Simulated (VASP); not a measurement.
# Na3SeBr: single point with PBE

The system is Na3SeBr.

```
CELL_PARAMETERS angstrom
4.81085 0.00000 0.00000
0.00000 4.81085 0.00000
0.00000 0.00000 4.81085
ATOMIC_POSITIONS crystal
Na 0.50000 0.00000 0.50000
Na 0.00000 0.50000 0.50000
Na 0.50000 0.50000 0.00000
Se 0.50000 0.50000 0.50000
Br 0.00000 0.00000 0.00000
```

```yaml
Program: VASP 6.6.1
Task: single point
Functional: PBE
Potentials_or_basis: VASP PAW PBE potentials, release 64 (Na_pv, Se, Br)
Cutoff: 520 eV
k_mesh: 5 × 5 × 5
Occupations: fermi-dirac, width 0.1 eV
Spin: no spin polarisation
```

```json
{
  "Pressure": "14.3 GPa",
  "Band gap on the k mesh": "2.87 eV, direct"
}
```

Levels at points of the mesh, in eV from the valence-band top:
```csv
k point,band 15,band 16,band 17,band 18,band 19,band 20
"(0.00, 0.00, 0.00)",0.00,0.00,0.00,2.87,5.05,5.05
```

Wall time 42 s on 1 thread of AMD EPYC 7R13, with other jobs on the host, peak memory 0.18 GiB.

Expect the measured gap to be larger: semilocal functionals such as PBE lack the derivative discontinuity.
